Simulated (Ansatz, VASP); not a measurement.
## Ca: VASP beside Ansatz

The input POSCAR:

```
Ca
1.0
   -2.2400000000      2.2176000000      2.2400000000
    2.2400000000     -2.2176000000      2.2400000000
    2.2400000000      2.2176000000     -2.2400000000
Ca
1
Direct
    0.0000000000      0.0000000000      0.0000000000
```

The input INCAR.step1:

```
SYSTEM = Ca
PREC = Accurate
ENCUT = 550
ISMEAR = 0
SIGMA = 0.15
LREAL = .False.
LASPH = .True.
NELM = 120
NBANDS = 11
GGA = PE
ALGO = Normal
EDIFF = 1E-5
LWAVE = .True.
LCHARG = .False.
GGA_COMPAT = .False.
```

File INCAR.step2:

```
SYSTEM = Ca
PREC = Accurate
ENCUT = 550
EDIFF = 1E-6
ISMEAR = 0
SIGMA = 0.15
LREAL = .False.
LASPH = .True.
NELM = 120
ALGO = Normal
ISIF = 2
LWAVE = .False.
LCHARG = .True.
METAGGA = R2SCAN
LMIXTAU = .True.
LELF = .True.
LVHAR = .True.
NBANDS = 11
ISTART = 1
GGA_COMPAT = .False.
```

The input KPOINTS:

```
regular mesh
0
Gamma
  16 16 16
  0 0 0
```

Input for Ansatz:

```yaml
crystal:
  lattice:
    - [-2.24, 2.2176, 2.24]
    - [2.24, -2.2176, 2.24]
    - [2.24, 2.2176, -2.24]
  atoms:
    - { symbol: Ca, position: [0.0, 0.0, 0.0] }
basis:
  ecutwfc: 500
kpoints:
  mp_grid: { grid: [16, 16, 16] }
hamiltonian:
  xc: r2scan
scf:
  occupations: { method: gaussian, width: 0.15 }
output:
  forces: true
  stress: true
  eigenvalues: true
```

Change from the starting cell: strain -0.0100 x Voigt [0, 1, 0, 0, 0, 0], atoms carried along.

Alike in both runs: task single point; functional r2SCAN; k mesh 16 × 16 × 16; occupations gaussian, width 0.15 eV; no spin polarisation.

|  | VASP | Ansatz |
| --- | --- | --- |
| version | VASP 6.6.1 | Ansatz 0.2.0 |
| potentials or method | VASP PAW PBE potentials, release 64 (Ca_sv), cutoff 550 eV | scalar-relativistic, plane waves, PAW |
| valence electrons in the cell | 10 | 10 |

VASP gave:

| Item | Value |
| --- | --- |
| gap on the k mesh at the Fermi level (eV) | none |
| pressure (GPa) | -0.4 |

Q: Estimate Ansatz's values.

A: gap on the k mesh at the Fermi level (eV): none; pressure (GPa): -0.5.

VASP's potentials were made for PBE, not for r2SCAN. A gap of «none» marks a metal or a gap that the smearing closes.
